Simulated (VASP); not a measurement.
# PbS in VASP: dielectric tensor with PBEsol

Aim: the dielectric tensor of PbS with PBEsol.

Program: VASP 6.6.1. These are calculated values, not measurements. Logs are shortened: lines on timing, memory, paths and dates and some standing lists are left out, and cuts for length are marked.

## Step 1: The cell of the first run

The cell holds a slab with vacuum, 4 atoms: a = 4.130 Å, b = 4.130 Å, c = 11.759 Å, α = 93.75°, β = 93.75°, γ = 89.21°.

## Step 2: Dielectric tensor, PBEsol

Contents of INCAR:

```
SYSTEM = PbS
  PREC = Accurate
  ENCUT = 520
  EDIFF = 1E-8
  ISMEAR = 0
  SIGMA = 0.01
  LREAL = .FALSE.
  LASPH = .TRUE.
  NELM = 60
  ALGO = Normal
  ISIF = 2
  LWAVE = .FALSE.
  LCHARG = .FALSE.
  GGA = PS
  LEPSILON = .TRUE.
```

Contents of KPOINTS:

```
regular mesh
0
G
  3 3 1
  0 0 0
```

Contents of POSCAR:

```
PbS
1.0
    2.9405000000     -2.9000000000      0.0000000000
    2.9405000000      2.9000000000      0.0000000000
   -1.0800500000      0.0000000000     11.7092900000
Pb S
2 2
Direct
    0.7756000000      0.7756000000      0.6363800000
    0.2244000000      0.2244000000      0.3636200000
    0.2684000000      0.2684000000      0.5986000000
    0.7316000000      0.7316000000      0.4014000000
```

Potentials or basis: VASP PAW PBE potentials, release 64 (Pb_d, S).

Command:

```sh
> cat potpaw_PBE.64/Pb_d/POTCAR potpaw_PBE.64/S/POTCAR > POTCAR
> mpirun -np 1 vasp_std > vasp.out
```

OUTCAR:

```text
SYSTEM = PbS
   PREC = Accurate
   ENCUT = 520
   EDIFF = 1E-8
   ISMEAR = 0
   LREAL = .FALSE.
   LASPH = .TRUE.
   NELM = 60
   ISIF = 2
   GGA = PS
   LEPSILON = .TRUE.

 ion  position               nearest neighbor table
   1  0.776  0.776  0.636-   4 2.75   3 2.93   3 2.93   3 2.97   3 2.98
   2  0.224  0.224  0.364-   3 2.75   4 2.93   4 2.93   4 2.97   4 2.98
   3  0.268  0.268  0.599-   2 2.75   1 2.93   1 2.93   1 2.97   1 2.98
   4  0.732  0.732  0.401-   1 2.75   2 2.93   2 2.93   2 2.97   2 2.98

  LATTYP: Found a base centered monoclinic cell.
 ALAT       =     5.8810000000
 B/A-ratio  =     0.9862268322
 C/A-ratio  =     1.9994891546
 COS(beta)  =    -0.0918488301

  Lattice vectors:

 A1 = (   2.9405000000,  -2.9000000000,   0.0000000000)
 A2 = (   2.9405000000,   2.9000000000,   0.0000000000)
 A3 = (  -1.0800500000,   0.0000000000,  11.7092900000)

Analysis of symmetry for initial positions (statically):
=====================================================================
 Subroutine PRICEL returns:
 Original cell was already a primitive cell.

 Routine SETGRP: Setting up the symmetry group for a
 base centered monoclinic supercell.

 Subroutine GETGRP returns: Found  4 space group operations
 (whereof  4 operations were pure point group operations)
 out of a pool of  4 trial point group operations.

The static configuration has the point symmetry C_2h.

Analysis of symmetry for dynamics (positions and initial velocities):
=====================================================================
 Subroutine PRICEL returns:
 Original cell was already a primitive cell.

 Routine SETGRP: Setting up the symmetry group for a
 base centered monoclinic supercell.

 Subroutine GETGRP returns: Found  4 space group operations
 (whereof  4 operations were pure point group operations)
 out of a pool of  4 trial point group operations.

The dynamic configuration has the point symmetry C_2h.

 Subroutine INISYM returns: Found  4 space group operations
 (whereof  4 operations are pure point group operations),
 and found     1 'primitive' translations

----------------------------------------------------------------------------------------

                                     Primitive cell

  volume of cell :     199.7008

  direct lattice vectors                    reciprocal lattice vectors
[... 250 lines left out ...]
 -----------------------------------------------------------------------------------
    total drift:                                0.000000      0.000000      0.000000

  FREE ENERGIE OF THE ION-ELECTRON SYSTEM (eV)
  ---------------------------------------------------
  free  energy   TOTEN  =       -18.4236148855 eV

  energy  without entropy=      -18.4236148855  energy(sigma->0) =      -18.42361489

 HEAD OF MICROSCOPIC STATIC DIELECTRIC TENSOR (INDEPENDENT PARTICLE, excluding Hartree and local field effects)
 ------------------------------------------------------
           8.586848     0.000000     0.002046
           0.000000     8.330836     0.000000
           0.002053     0.000000     4.471797
 ------------------------------------------------------

 Free energy of the ion-electron system (eV)
  ---------------------------------------------------
  ---------------------------------------------------
  free energy    TOTEN  =        -4.29083508 eV

  energy without entropy =       -4.29083508

------------------------ aborting loop because EDIFF is reached ----------------------------------------

--------------------------------------- Ionic step        2  -------------------------------------------

------------------------ aborting loop because EDIFF is reached ----------------------------------------

--------------------------------------- Ionic step        3  -------------------------------------------

 Free energy of the ion-electron system (eV)
  ---------------------------------------------------
  ---------------------------------------------------
  free energy    TOTEN  =        -0.55537598 eV

  energy without entropy =       -0.55537598

------------------------ aborting loop because EDIFF is reached ----------------------------------------

 PIEZOELECTRIC TENSOR FIELD DIRECTION 3  (e Angst)
 -----------------------------------------------------------------------------
     0.00035  0.00000  0.91773           (  0.00000  0.00000  0.00000)
     0.00000 -0.00211  0.00000           (  0.00000  0.00000  0.00000)
     0.91842  0.00000  0.00101           (  0.00000  0.00000  0.00000)

 PIEZOELECTRIC TENSOR FIELD DIRECTION 3  (C/m^2)
 -----------------------------------------------------------------------------
     0.00003  0.00000  0.07363
     0.00000 -0.00017  0.00000
     0.07368  0.00000  0.00008

 MACROSCOPIC STATIC DIELECTRIC TENSOR (including local field effects in DFT)
 ------------------------------------------------------
           8.286281     0.000000     0.000439
           0.000000     8.048702     0.000000
           0.000438     0.000000     1.911919
 ------------------------------------------------------

 PIEZOELECTRIC TENSOR (including local field effects)  for field in x, y, z        (e  Angst)
          XX          YY          ZZ          XY          YZ          ZX
  --------------------------------------------------------------------------------
  x     0.00000     0.00000     0.00000     0.00000     0.00000     0.00000
  y     0.00000     0.00000     0.00000     0.00000     0.00000     0.00000
  z     0.00000     0.00000     0.00000     0.00000     0.00000     0.00000

 PIEZOELECTRIC TENSOR (including local field effects)  for field in x, y, z        (C/m^2)
          XX          YY          ZZ          XY          YZ          ZX
  --------------------------------------------------------------------------------
  x     0.00000     0.00000     0.00000     0.00000     0.00000     0.00000
  y     0.00000     0.00000     0.00000     0.00000     0.00000     0.00000
  z     0.00000     0.00000     0.00000     0.00000     0.00000     0.00000

 BORN EFFECTIVE CHARGES (including local field effects) (in |e|, cummulative output)
 ---------------------------------------------------------------------------------
 ion    1
    1     4.38991     0.00000     0.00508
    2     0.00000     4.52477     0.00000
    3     0.00201     0.00000     0.50838
 ion    2
    1     4.38991     0.00000     0.00508
    2     0.00000     4.52477     0.00000
    3     0.00201     0.00000     0.50838
 ion    3
    1    -4.38991     0.00000    -0.00508
    2     0.00000    -4.52477     0.00000
    3    -0.00201     0.00000    -0.50838
 ion    4
    1    -4.38991     0.00000    -0.00508
    2     0.00000    -4.52477     0.00000
    3    -0.00201     0.00000    -0.50838
```

It took 11 min on 1 thread of Intel Xeon 8259CL, shared host; peak memory 0.33 GiB.

What came out:

* Band gap on the k mesh: 1.35 eV
* Electronic dielectric tensor (diagonal): 8.29, 8.05, 1.91
* Born charges (mean of the diagonal): Pb +3.14; S -3.14 e

Electronic dielectric tensor:
```
8.29 0.00 0.00
0.00 8.05 0.00
0.00 0.00 1.91
```

Born effective charge tensors (e):
atom 1, Pb
```
4.39 0.00 0.01
0.00 4.52 0.00
0.00 0.00 0.51
```
atom 2, Pb
```
4.39 0.00 0.01
0.00 4.52 0.00
0.00 0.00 0.51
```
atom 3, S
```
-4.39  0.00 -0.01
 0.00 -4.52  0.00
 0.00  0.00 -0.51
```
atom 4, S
```
-4.39  0.00 -0.01
 0.00 -4.52  0.00
 0.00  0.00 -0.51
```

Caveat: the k points lie up to 0.51 Å⁻¹ apart; there is no dipole correction, which matters where the two faces differ; spin-orbit coupling is left out, which moves the levels of the heavy elements.
